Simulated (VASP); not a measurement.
# MoS2 (Fm-3m) in VASP: further runs

Runs on MoS2. Level: PBE+U. Tasks: single point.

Everything below comes from runs of VASP 6.6.1. Logs are shortened: lines on timing, memory, paths and dates and some standing lists are left out, and cuts for length are marked.

## 1. The cell of the first run

Symmetry: Fm-3m, No. 225, cubic system. The conventional cell has a = 5.992 Å, b = 5.992 Å, c = 5.992 Å, α = 90.00°, β = 90.00°, γ = 90.00°. Mo (site symmetry m-3m) has 8 S at 2.59 Å within 3.4 Å. Within 3.4 Å of S (site symmetry -43m) lie 4 Mo at 2.59 Å and 6 S at 3.00 Å.

## 2. Single point, PBE+U, collinear spin, ferromagnetic start

Contents of INCAR:

```
  PREC = Accurate
  ENCUT = 520
  EDIFF = 1E-7
  ISMEAR = 0
  SIGMA = 0.05
  LREAL = F
  LASPH = T
  NELM = 150
  ALGO = Normal
  ISIF = 2
  LWAVE = F
  LCHARG = F
  ISPIN = 2
  MAGMOM = 2 0 0
  LORBIT = 11
  LMAXMIX = 4
  LDAU = T
  LDAUTYPE = 1
  LDAUL = 2 -1
  LDAUU = 6 0
  LDAUJ = 0.7 0
  LDAUPRINT = 1
  GGA = PE
  NBANDS = 24
```

Contents of KPOINTS:

```
regular mesh
0
Gamma
  6 6 6
```

Contents of POSCAR:

```
MoS2
1.0
    0.0000000000      2.9959514200      2.9959514200
    2.9959514200      0.0000000000      2.9959514200
    2.9959514200      2.9959514200      0.0000000000
Mo S
1 2
Direct
    0.0000000000      0.0000000000      0.0000000000
    0.2500000000      0.2500000000      0.2500000000
    0.7500000000      0.7500000000      0.7500000000
```

Potentials or basis: VASP PAW PBE potentials, release 64 (Mo_sv, S).

The run is started by

```console
> cat potpaw_PBE.64/Mo_sv/POTCAR potpaw_PBE.64/S/POTCAR > POTCAR
> mpirun -np 1 vasp_std > vasp.out
```

OUTCAR:

```text
PREC = Accurate
   ENCUT = 520
   EDIFF = 1E-7
   ISMEAR = 0
   LREAL = F
   LASPH = T
   NELM = 150
   ISIF = 2
   ISPIN = 2
   LORBIT = 11
   GGA = PE

 ion  position               nearest neighbor table
   1  0.000  0.000  0.000-   3 2.59   3 2.59   3 2.59   2 2.59   2 2.59   2 2.59   3 2.59   2 2.59

   2  0.250  0.250  0.250-   1 2.59   1 2.59   1 2.59   1 2.59
   3  0.750  0.750  0.750-   1 2.59   1 2.59   1 2.59   1 2.59

  LATTYP: Found a face centered cubic cell.
 ALAT       =     5.9919028400

  Lattice vectors:

 A1 = (   0.0000000000,   2.9959514200,   2.9959514200)
 A2 = (   2.9959514200,   0.0000000000,   2.9959514200)
 A3 = (   2.9959514200,   2.9959514200,   0.0000000000)

Analysis of symmetry for initial positions (statically):
=====================================================================
 Subroutine PRICEL returns:
 Original cell was already a primitive cell.

 Routine SETGRP: Setting up the symmetry group for a
 face centered cubic supercell.

 Subroutine GETGRP returns: Found 48 space group operations
 (whereof 48 operations were pure point group operations)
 out of a pool of 48 trial point group operations.

The static configuration has the point symmetry O_h .

Analysis of symmetry for dynamics (positions and initial velocities):
=====================================================================
 Subroutine PRICEL returns:
 Original cell was already a primitive cell.

 Routine SETGRP: Setting up the symmetry group for a
 face centered cubic supercell.

 Subroutine GETGRP returns: Found 48 space group operations
 (whereof 48 operations were pure point group operations)
 out of a pool of 48 trial point group operations.

The dynamic configuration has the point symmetry O_h .

Analysis of structural, dynamic, and magnetic symmetry:
=====================================================================
 Subroutine PRICEL returns:
 Original cell was already a primitive cell.

 Routine SETGRP: Setting up the symmetry group for a
 face centered cubic supercell.

 Subroutine GETGRP returns: Found 48 space group operations
 (whereof 48 operations were pure point group operations)
 out of a pool of 48 trial point group operations.

The overall configuration has the point symmetry O_h .

 Subroutine INISYM returns: Found 48 space group operations
 (whereof 48 operations are pure point group operations),
 and found     1 'primitive' translations

----------------------------------------------------------------------------------------

                                     Primitive cell

  volume of cell :      53.7817

  direct lattice vectors                    reciprocal lattice vectors
     0.000000000  2.995951420  2.995951420    -0.166891892  0.166891892  0.166891892
     2.995951420  0.000000000  2.995951420     0.166891892 -0.166891892  0.166891892
     2.995951420  2.995951420  0.000000000     0.166891892  0.166891892 -0.166891892

  length of vectors
     4.236915130  4.236915130  4.236915130     0.289065236  0.289065236  0.289065236

  position of ions in fractional coordinates (direct lattice)
     0.000000000  0.000000000  0.000000000
     0.250000000  0.250000000  0.250000000
     0.750000000  0.750000000  0.750000000

  ion indices of the primitive-cell ions
   primitive index   ion index
                 1           1
                 2           2
                 3           3

----------------------------------------------------------------------------------------

 KPOINTS: regular mesh

Automatic generation of k-mesh.
[... 67 lines left out ...]
   PSTRESS=    0.0 pullay stress
   NELECT =      26.0000    total number of electrons
   NUPDOWN=      -1.0000    fix difference up-down
   EMIN   =  10.00;   EMAX   =-10.00  energy-range for DOS
   EFERMI =   0.00;   METHOD = LEGACY
   ISMEAR =     0;   SIGMA  =   0.05  broadening in eV -4-tet -1-fermi 0-gaus
   EFERMI_NEDOS =   21; number of points for ismear=-14 and -15
   IALGO  =     38    algorithm
   IMIX   =      4    mixing-type and parameters
     AMIX     =   0.40;   BMIX     =  1.00
     AMIX_MAG =   1.60;   BMIX_MAG =  1.00
  volume/ion in A,a.u.               =      17.93       120.98
  Fermi-wavevector in a.u.,A,eV,Ry     =   1.284856  2.428026 22.461251  1.650855
  Thomas-Fermi vector in A             =   2.417025
   LORBIT       =     11    0 simple, 1 ext, 2 COOP (PROOUT), +10 PAW based schemes
 LDA+U is selected, type is set to LDAUTYPE =  1
   angular momentum for each species LDAUL =     2   -1
   U (eV)           for each species LDAUU =   6.0  0.0
   J (eV)           for each species LDAUJ =   0.7  0.0
   GGA     = PE    functional components
   LHFCALC =     F    Hartree Fock is set to
   AEXX    =    0.0000 exact exchange contribution
   IVDW    =     0    specifies the selected vdW correction
   LEPSILON=     F    determine dielectric tensor
   LRPA    =     F    only Hartree local field effects (RPA)
 spin polarized calculation
 Gauss-broadening in eV      SIGMA  =   0.05
  energy-cutoff  :      520.00
  volume of cell :       53.78
 maximum number of plane-waves:      1464
   NGX = 15   NGY = 15   NGZ = 15

atom =   1  type =  1  l = 2

 onsite density matrix

spin component  1

  0.3659  0.0000  0.0000  0.0000 -0.0000
  0.0000  0.3659 -0.0000  0.0000  0.0000
  0.0000 -0.0000  0.8602  0.0000 -0.0000
  0.0000  0.0000  0.0000  0.3659  0.0000
 -0.0000  0.0000 -0.0000  0.0000  0.8602

spin component  2

  0.2573 -0.0000  0.0000 -0.0000  0.0000
 -0.0000  0.2573  0.0000  0.0000 -0.0000
  0.0000  0.0000  0.0323  0.0000 -0.0000
 -0.0000  0.0000  0.0000  0.2573  0.0000
  0.0000 -0.0000 -0.0000  0.0000  0.0323

 occupancies and eigenvectors

  o =  0.0323  v =  0.0000  0.0000  0.0000  0.0000  0.0000  0.0000 -0.0000 -0.0022  0.0000  1.0000      0.0000  0.0000  0.0000  0.0000  0.0000  0.0000  0.0000  0.0000  0.0000  0.0000
  o =  0.0323  v =  0.0000  0.0000  0.0000  0.0000  0.0000  0.0000 -0.0000  1.0000 -0.0000  0.0022      0.0000  0.0000  0.0000  0.0000  0.0000  0.0000  0.0000  0.0000  0.0000  0.0000
  o =  0.2573  v =  0.0000  0.0000  0.0000  0.0000  0.0000  1.0000  0.0000  0.0000  0.0000  0.0000      0.0000  0.0000  0.0000  0.0000  0.0000  0.0000  0.0000  0.0000  0.0000  0.0000
  o =  0.2573  v =  0.0000  0.0000  0.0000  0.0000  0.0000  0.0000  0.9521 -0.0000 -0.3059  0.0000      0.0000  0.0000  0.0000  0.0000  0.0000  0.0000  0.0000  0.0000  0.0000  0.0000
  o =  0.2573  v =  0.0000  0.0000  0.0000  0.0000  0.0000  0.0000  0.3059  0.0000  0.9521 -0.0000      0.0000  0.0000  0.0000  0.0000  0.0000  0.0000  0.0000  0.0000  0.0000  0.0000
  o =  0.3659  v =  0.0000  0.8806 -0.0000  0.4738  0.0000  0.0000  0.0000  0.0000  0.0000  0.0000      0.0000  0.0000  0.0000  0.0000  0.0000  0.0000  0.0000  0.0000  0.0000  0.0000
  o =  0.3659  v =  0.0000  0.4738 -0.0000 -0.8806 -0.0000  0.0000  0.0000  0.0000  0.0000  0.0000      0.0000  0.0000  0.0000  0.0000  0.0000  0.0000  0.0000  0.0000  0.0000  0.0000
  o =  0.3659  v =  1.0000  0.0000  0.0000  0.0000  0.0000  0.0000  0.0000  0.0000  0.0000  0.0000      0.0000  0.0000  0.0000  0.0000  0.0000  0.0000  0.0000  0.0000  0.0000  0.0000
  o =  0.8602  v =  0.0000 -0.0000 -0.9975 -0.0000 -0.0712  0.0000  0.0000  0.0000  0.0000  0.0000      0.0000  0.0000  0.0000  0.0000  0.0000  0.0000  0.0000  0.0000  0.0000  0.0000
  o =  0.8602  v =  0.0000  0.0000  0.0712  0.0000 -0.9975  0.0000  0.0000  0.0000  0.0000  0.0000      0.0000  0.0000  0.0000  0.0000  0.0000  0.0000  0.0000  0.0000  0.0000  0.0000

 number of electron      26.0000002 magnetization       1.9921041

 Free energy of the ion-electron system (eV)
  ---------------------------------------------------
  ext. energy  EPLUGINS =         0.00000000
  ---------------------------------------------------
  free energy    TOTEN  =       -15.40331069 eV

  energy without entropy =      -15.40289062  energy(sigma->0) =      -15.40310065

 E-fermi :   8.7708     XC(G=0): -10.8498

 val. band max:        8.7576034852   @ k =   0.5000   0.5000   0.0000
 cond. band min:       8.7909579841   @ k =   0.5000   0.5000   0.0000
 fundamental gap:      0.0333544989
 Fermi energy:         8.7708013736

 spin component 1

 k-point     1 :       0.0000    0.0000    0.0000
  band No.  band energies     occupation
      1     -54.8634      1.00000
      2     -28.9544      1.00000
      3     -28.9544      1.00000
      4     -28.9543      1.00000
      5      -7.0678      1.00000
      6      -2.8136      1.00000
[... 421 lines left out ...]
     23      19.3822      0.00000
     24      20.9804      0.00000
 Fermi energy:         8.7708013736

 spin component 2

 k-point     1 :       0.0000    0.0000    0.0000
  band No.  band energies     occupation
      1     -53.5552      1.00000
      2     -27.4990      1.00000
      3     -27.4990      1.00000
      4     -27.4990      1.00000
      5      -7.0916      1.00000
      6      -2.9675      1.00000
[... 421 lines left out ...]
     23      19.5393      0.00000
     24      21.4628      0.00000

------------------------ aborting loop because EDIFF is reached ----------------------------------------

  FORCE on cell =-STRESS in cart. coord.  units (eV):
  Direction    XX          YY          ZZ          XY          YZ          ZX
  --------------------------------------------------------------------------------------
  -------------------------------------------------------------------------------------
  Total        1.7681992      1.7681992      1.7681992      0.0000000      0.0000000     -0.0000000
  in kB       52.6753568     52.6753568     52.6753568      0.0000000      0.0000000     -0.0000000
  external PRESSURE =      52.6753568 kB  Pullay stress =       0.0000000 kB

 VOLUME and BASIS-vectors are now :
 -----------------------------------------------------------------------------
  energy-cutoff  :      520.00
  volume of cell :       53.78
      direct lattice vectors                 reciprocal lattice vectors
     0.000000000  2.995951420  2.995951420    -0.166891892  0.166891892  0.166891892
     2.995951420  0.000000000  2.995951420     0.166891892 -0.166891892  0.166891892
     2.995951420  2.995951420  0.000000000     0.166891892  0.166891892 -0.166891892

 POSITION                                       TOTAL-FORCE (eV/Angst)
 -----------------------------------------------------------------------------------
      0.00000      0.00000      0.00000         0.000000      0.000000      0.000000
      1.49798      1.49798      1.49798         0.000000      0.000000      0.000000
      4.49393      4.49393      4.49393        -0.000000     -0.000000     -0.000000
 -----------------------------------------------------------------------------------
    total drift:                                0.000000     -0.000000      0.000000

  FREE ENERGIE OF THE ION-ELECTRON SYSTEM (eV)
  ---------------------------------------------------
  free  energy   TOTEN  =       -15.4033106913 eV

  energy  without entropy=      -15.4028906183  energy(sigma->0) =      -15.40310065

 total charge

# of ion       s       p       d       tot
------------------------------------------
    1        2.254   6.154   3.614  12.022
    2        1.353   2.388   0.000   3.741
    3        1.353   2.388   0.000   3.741
--------------------------------------------------
tot          4.959  10.930   3.614  19.504

 magnetization (x)

# of ion       s       p       d       tot
------------------------------------------
    1        0.036   0.032   1.967   2.036
    2       -0.005  -0.096   0.000  -0.101
    3       -0.005  -0.096   0.000  -0.101
--------------------------------------------------
tot          0.026  -0.160   1.967   1.834
```

Run time: 69 s. Hardware: 1 thread of Intel Xeon 8259CL, shared host; peak memory 0.21 GiB.

Results:

| Item | Value |
| --- | --- |
| Free energy | -15.4033 eV |
| Pressure | 5.3 GPa |
| Net moment | 1.99 μB per cell |
| Site moments | Mo +2.04; S -0.10 μB |
| Valence electrons inside the program's atomic spheres | Mo 12.02; S 3.74 |

Levels at points of the mesh, in eV from the Fermi level:
Spin up:
```
           k point  band 11  band 12  band 13  band 14  band 15  band 16  band 17  band 18
(0.00, 0.00, 0.00)    -5.06    -1.43    -1.43    -1.43     2.63     2.63     2.63     3.78
(0.50, 0.00, 0.00)    -3.99    -3.84    -3.77    -3.77     0.06     1.97     1.97     5.84
(0.50, 0.50, 0.00)    -4.16    -3.48    -3.48    -0.01     0.12     2.15     2.15     3.35
```
Spin down:
| k point | band 10 | band 11 | band 12 | band 13 | band 14 | band 15 |
| --- | --- | --- | --- | --- | --- | --- |
| (0.00, 0.00, 0.00) | -1.51 | -1.51 | -1.51 | 0.52 | 0.52 | 3.49 |
| (0.50, 0.00, 0.00) | -3.88 | -3.78 | -3.78 | 0.57 | 0.57 | 1.12 |
| (0.50, 0.50, 0.00) | -2.87 | -2.87 | -0.15 | 0.02 | 1.25 | 2.01 |

Eigenvalues of the final occupation matrices:
```tsv
site	spin	trace	eigenvalues
site 1 d	1	2.82	0.37 0.37 0.37 0.86 0.86
site 1 d	2	0.84	0.03 0.03 0.26 0.26 0.26
```

The state reached can hang on the start; a lower one may exist.

(Continued in part 2 of 2.)
